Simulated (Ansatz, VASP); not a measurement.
**AgRh in VASP and in Ansatz**

Contents of POSCAR:

```
AgRh
1.0
    2.7775881998      0.0000000000      0.0000000000
   -1.3887940999      2.4054619423      0.0000000000
    0.0000000000      0.0000000000      4.8086020000
Ag Rh
1 1
Direct
    0.0000000000      0.0000000000      0.5000000000
    0.6666666667      0.3333333333      0.0000000000
```

INCAR.step1

```
SYSTEM = AgRh
ALGO     = Normal         ! electronic algorithm
EDIFF    = 1E-5           ! SCF threshold, eV
ENCUT    = 520            ! plane-wave cutoff, eV
GGA      = PE             ! functional
ISIF     = 2              ! what is computed and relaxed
ISMEAR   = -1             ! smearing method
LASPH    = .True.         ! aspherical terms in the spheres
LCHARG   = .False.        ! write CHGCAR
LREAL    = .False.        ! projectors in reciprocal space
LWAVE    = .True.         ! write WAVECAR
NBANDS   = 20             ! bands
NELM     = 100            ! most SCF steps
PREC     = Accurate       ! precision mode
SIGMA    = 0.05           ! smearing width, eV
```

The input INCAR.step2:

```
SYSTEM = AgRh
AEXX     = 0.2            ! exact-exchange fraction
AGGAC    = 0.81         
AGGAX    = 0.72         
ALDAC    = 0.19         
ALGO     = Normal         ! electronic algorithm
EDIFF    = 1E-7           ! SCF threshold, eV
ENCUT    = 520            ! plane-wave cutoff, eV
GGA      = B3             ! functional
ISIF     = 2              ! what is computed and relaxed
ISMEAR   = -1             ! smearing method
ISTART   = 1            
LASPH    = .True.         ! aspherical terms in the spheres
LCHARG   = .False.        ! write CHGCAR
LHFCALC  = .True.         ! exact exchange
LREAL    = .False.        ! projectors in reciprocal space
LWAVE    = .False.        ! write WAVECAR
NBANDS   = 20             ! bands
NELM     = 100            ! most SCF steps
PREC     = Accurate       ! precision mode
PRECFOCK = Normal       
SIGMA    = 0.05           ! smearing width, eV
```

The input KPOINTS:

```
k-points
0
Gamma
  6 6 3
  0 0 0
```

File input:

```
crystal:
  lattice:
    - [2.7775881998, 0.0, 0.0]
    - [-1.3887940999, 2.4054619423, 0.0]
    - [0.0, 0.0, 4.808602]
  atoms:
    - { symbol: Ag, position: [0.0, 0.0, 0.5] }
    - { symbol: Rh, position: [0.6666666667, 0.3333333333, 0.0] }
hamiltonian:
  xc: b3lyp
  pseudopotentials: { kind: paw }
kpoints:
  mp_grid: { grid: [6, 6, 3] }
scf:
  occupations: { method: fermi_dirac, width: 0.05 }
output:
  forces: true
  stress: true
  eigenvalues: true
  write_density: true
  write_potential: true
  elf: true
  volumetric_format: npy
```

Alike in both runs: task single point; functional B3LYP; k mesh 6 × 6 × 3; occupations fermi-dirac, width 0.05 eV; no spin polarisation.

|  | VASP | Ansatz |
| --- | --- | --- |
| version | VASP 6.6.1 | Ansatz 0.2.0 |
| potentials or method | VASP PAW PBE potentials, release 64 (Ag, Rh_pv) | Ansatz PAW |
| plane-wave cutoff (eV) | 520 | 420 |
| valence electrons in the cell | 26 | 36 |

```tsv
	VASP	Ansatz	Ansatz less VASP
gap on the k mesh at the Fermi level (eV)	none	none	-
pressure (GPa)	2.1	1.8	-0.34
traceless stress, the component that is largest in VASP (GPa)	1.92	1.99	+0.072
```

VASP's potentials were made for PBE, not for B3LYP. A gap of «none» marks a metal or a gap that the smearing closes. VASP's potentials hold 26 valence electrons a cell and Ansatz's 36, so a difference there can come from the potentials and not from the codes.

The k mesh is coarse, so the values compare programs but aren't converged.
